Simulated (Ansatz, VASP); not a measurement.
**One calculation of Ag, two programs**

```
Ag
1.0
     2.12847    0.00000    0.00000
     0.00000    2.12847    0.00000
     0.00000    0.00000    2.12847
Ag
1
Direct
  0.00000 0.00000 0.00000
```

Change from the starting cell: volume scaled by 0.52, LAPW.

Alike in both runs: task single point; functional LDA; k mesh 16 × 16 × 16; occupations fermi-dirac, width 0.1 eV; no spin polarisation.

```csv
,VASP,Ansatz
version,VASP 6.6.1,Ansatz 0.2.0
potentials or method,"VASP PAW LDA potentials, release 64 (Ag), cutoff 520 eV","all-electron LAPW, scalar-relativistic"
```

```csv
,VASP,Ansatz,Ansatz less VASP
pressure (GPa),389.3,393.6,+4.30
```

LDA's correlation is that of Perdew and Zunger in VASP and of Perdew and Wang (1992) in Ansatz. Both programs put the cell under a high pressure, so it lies far from rest at this level. Ansatz ran all-electron here, and VASP with PAW potentials.

Noted on VASP's run: the cell as given lies far from equilibrium.
